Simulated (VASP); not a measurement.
Crystal: CaSe.

```
CELL_PARAMETERS angstrom
0.00000 2.96753 2.96753
2.96753 0.00000 2.96753
2.96753 2.96753 0.00000
ATOMIC_POSITIONS crystal
Ca 0.00000 0.00000 0.00000
Se 0.50000 0.50000 0.50000
```

Base run:

* Program: VASP 6.6.1
* Functional: r2SCAN
* Potentials or basis: VASP PAW PBE potentials, release 64 (Ca_sv, Se)
* Cutoff: 520 eV
* k mesh: 6 × 6 × 6
* Occupations: gaussian, width 0.01 eV
* Spin: no spin polarisation

Its results: band gap on the k mesh 2.52 eV, indirect (least direct gap 3.46 eV); pressure 0.2 GPa.

Task: The run is repeated on the same cell with these changes: functional from r2SCAN to PBE; k mesh from 6 × 6 × 6 to 8 × 8 × 8. What comes out?

Result: Band gap on the k mesh 2.05 eV, indirect (least direct gap 2.97 eV); pressure 0.7 GPa.

Several settings changed at once, so the effect can't be laid on one alone.

Caveats: the PAW data sets were made with another functional, which shifts forces and pressure a little (some runs).

A k mesh can miss the band edges.
